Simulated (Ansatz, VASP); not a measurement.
## One calculation of MnS, two programs

INCAR

```
ALGO = Normal ; EDIFF = 1E-6
EDIFFG = -0.005 ; ENCUT = 600
GGA = PE ; IBRION = 2
ISIF = 3 ; ISMEAR = 0
ISPIN = 2 ; IVDW = 12
LASPH = T ; LCHARG = F
LMAXMIX = 4 ; LORBIT = 11
LREAL = F ; LWAVE = F
MAGMOM = 4.42 0.14 ; NELM = 150
NSW = 70 ; PREC = Accurate
SIGMA = 0.1
```

The input KPOINTS:

```
k-points
0
Gamma
  14 14 14
```

The input POSCAR:

```
MnS
1.0
    0.0000000000      2.5476020649      2.5476020649
    2.5476020649      0.0000000000      2.5476020649
    2.5476020649      2.5476020649      0.0000000000
Mn S
1 1
Direct
    0.0000000000      0.0000000000      0.0000000000
    0.5000000000      0.5000000000      0.5000000000
```

Input for Ansatz:

```yaml
crystal:
  lattice:
    - [0.0, 2.5476020649, 2.5476020649]
    - [2.5476020649, 0.0, 2.5476020649]
    - [2.5476020649, 2.5476020649, 0.0]
  atoms:
    - { symbol: Mn, position: [0.0, 0.0, 0.0], spin: 4.42 }
    - { symbol: S, position: [0.5, 0.5, 0.5], spin: 0.14 }
basis:
  ecutwfc: 420
kpoints:
  mp_grid: { grid: [14, 14, 14] }
hamiltonian:
  xc: pbe
  dispersion: d3bj
scf:
  occupations: { method: gaussian, width: 0.1 }
output:
  forces: true
  stress: true
  eigenvalues: true
  populations: true
magnetization:
  spin_polarized: true
relax:
  adjacent_minimum: "off"
  f_tol: 0.005
  max_steps: 50
  cell: { stress_tol: 0.05 }
```

Alike in both runs: task relaxation of cell and atoms; functional PBE; dispersion D3(BJ); k mesh 14 × 14 × 14; occupations gaussian, width 0.1 eV; collinear spin.

|  | VASP | Ansatz |
| --- | --- | --- |
| version | VASP 6.6.1 | Ansatz 0.2.0 |
| potentials or method | VASP PAW PBE potentials, release 64 (Mn_pv, S), cutoff 600 eV | scalar-relativistic, plane waves, PAW |
| valence electrons in the cell | 19 | 21 |

|  | VASP | Ansatz | Ansatz less VASP |
| --- | --- | --- | --- |
| gap on the k mesh at the Fermi level, each at its own relaxed structure (eV) | none | none | - |
| net moment per atom (μB) | 2.19 | 2.19 | -0.001 |
| size of the moment on the site where the two differ most (μB) | 4.01 | 3.91 | -0.097 |
| relaxed volume (Å³/atom) | 15.82 | 15.82 | -0.002 |
| relaxed length of the cell vector where the two differ most in proportion (Å) | 3.550 | 3.550 | -0.0002 |

Site moments also hang on the region over which each program counts them. A gap of «none» marks a metal or a gap that the smearing closes. VASP's potentials hold 19 valence electrons a cell and Ansatz's 21, so a difference there can come from the potentials and not from the codes. Ansatz's warnings: dispersion switch in reach, relaxed geometry near dispersion switch.
